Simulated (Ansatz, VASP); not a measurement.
## Two plane-wave programs on NaCaI3

POSCAR

```
NaCaI3
1.0
    6.1258977409      0.0000000000      0.0000000000
    0.0000000000      6.1258977409      0.0000000000
    0.0000000000      0.0000000000      6.1258977409
Na Ca I
1 1 3
Direct
    0.0000000000      0.0000000000      0.0000000000
    0.5000000000      0.5000000000      0.5000000000
    0.5000000000      0.5000000000      0.0000000000
    0.5000000000      0.0000000000      0.5000000000
    0.0000000000      0.5000000000      0.5000000000
```

File INCAR.step1:

```
SYSTEM = NaCaI3
ALGO = Normal ; EDIFF = 1E-5
ENCUT = 520 ; GGA = PE
ISIF = 2 ; ISMEAR = 0
LASPH = .TRUE. ; LCHARG = .FALSE.
LREAL = .FALSE. ; LWAVE = .TRUE.
NBANDS = 27 ; NELM = 100
PREC = Accurate ; SIGMA = 0.01
```

File INCAR.step2:

```
SYSTEM = NaCaI3
ALGO = Normal ; EDIFF = 1E-6
ENCUT = 520 ; GGA = PE
HFSCREEN = 0.2079 ; ISIF = 2
ISMEAR = 0 ; ISTART = 1
LASPH = .TRUE. ; LCHARG = .FALSE.
LHFCALC = .TRUE. ; LREAL = .FALSE.
LWAVE = .FALSE. ; NBANDS = 27
NELM = 100 ; PREC = Accurate
PRECFOCK = Fast ; SIGMA = 0.01
```

Contents of KPOINTS:

```
k-points
0
G
  2 2 2
  0 0 0
```

Input for Ansatz:

```yaml
crystal:
  lattice:
    - [6.1258977409, 0.0, 0.0]
    - [0.0, 6.1258977409, 0.0]
    - [0.0, 0.0, 6.1258977409]
  atoms:
    - { symbol: Na, position: [0.0, 0.0, 0.0] }
    - { symbol: Ca, position: [0.5, 0.5, 0.5] }
    - { symbol: I, position: [0.5, 0.5, 0.0] }
    - { symbol: I, position: [0.5, 0.0, 0.5] }
    - { symbol: I, position: [0.0, 0.5, 0.5] }
kpoints:
  mp_grid: { grid: [2, 2, 2] }
hamiltonian:
  xc: hse06
scf:
  occupations: { method: fixed }
  n_extra_bands: 5
output:
  forces: true
  stress: true
  eigenvalues: true
```

Alike in both runs: task single point; functional HSE06; k mesh 2 × 2 × 2; no spin polarisation.

```csv
,VASP,Ansatz
version,VASP 6.6.1,Ansatz 0.2.0
potentials or method,"VASP PAW PBE potentials, release 64 (Na_pv, Ca_sv, I)","plane waves, PAW"
plane-wave cutoff (eV),520,420
occupations,"gaussian, width 0.01 eV",fixed
valence electrons in the cell,38,70
```

|  | VASP | Ansatz | Ansatz less VASP |
| --- | --- | --- | --- |
| gap on the k mesh at the Fermi level (eV) | 3.34 | 3.34 | -0.002 |
| pressure (GPa) | 0.2 | 0.2 | -0.02 |

VASP's potentials hold 38 valence electrons a cell and Ansatz's 70, so a difference there can come from the potentials and not from the codes. Ansatz's warnings: stress exchange threshold loose, stress scf threshold loose.

The k mesh is coarse, so the values compare programs but aren't converged. Neither program's run includes spin-orbit coupling.
